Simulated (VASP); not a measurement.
Write the native input for VASP 6.6.1 that does the following.

- Task: single point
- Functional: PBEsol
- Potentials or basis: VASP PAW PBE potentials, release 64 (Al, H)
- Cutoff: 520 eV
- k mesh: 5 × 5 × 1
- Occupations: gaussian, width 0.1 eV
- Spin: no spin polarisation
- Dipole correction: yes
- Further INCAR settings: ALGO = Normal; EDIFF = 1e-07; NBANDS = 30

The structure of Al12H lies in POSCAR:

```
Al12H
1.0
    5.6788540124      0.0000000000      0.0000000000
    0.0000000000      5.6788540124      0.0000000000
    0.0000000000      0.0000000000     21.1413451746
Al H
12 1
Direct
    0.2500000000      0.2500000000      0.1892027195
    0.2500000000      0.7500000000      0.1892027195
    0.7500000000      0.2500000000      0.1892027195
    0.7500000000      0.7500000000      0.1892027195
    0.0000000000      0.0000000000      0.2870821533
    0.0000000000      0.5000000000      0.2870821533
    0.5000000000      0.0000000000      0.2870821533
    0.5000000000      0.5000000000      0.2870821533
    0.2500000000      0.2500000000      0.3850911618
    0.2500000000      0.7500000000      0.3850911618
    0.7500000000      0.2500000000      0.3850911618
    0.7500000000      0.7500000000      0.3850911618
    0.4166666667      0.4166666667      0.4640832971
```

The input as run:

INCAR

```
SYSTEM = Al12H
PREC = Accurate
ENCUT = 520
EDIFF = 1E-7
ISMEAR = 0
SIGMA = 0.1
LREAL = .False.
LASPH = .True.
NELM = 100
ALGO = Normal
ISIF = 2
LWAVE = .False.
LCHARG = .False.
LDIPOL = .True.
IDIPOL = 3
DIPOL = 0.5 0.5 0.301
GGA = PS
NBANDS = 30
```

KPOINTS

```
regular mesh
0
Gamma
  5 5 1
  0 0 0
```

Potentials or basis: VASP PAW PBE potentials, release 64 (Al, H).

The run is started by

```bash
$ cat potpaw_PBE.64/Al/POTCAR potpaw_PBE.64/H/POTCAR > POTCAR
$ mpirun -np 1 vasp_std > vasp.out
```

It gave:

```
Largest force          : 1.576 eV/Å
Band gap on the k mesh : zero (an odd number of electrons rules out a gap without spin polarisation)
```

Caveat: the PAW data sets were made with another functional, which shifts forces and pressure a little.

Run time: 11 min on 1 thread of Intel Xeon 8259CL, on a shared host, peak memory 0.66 GiB.
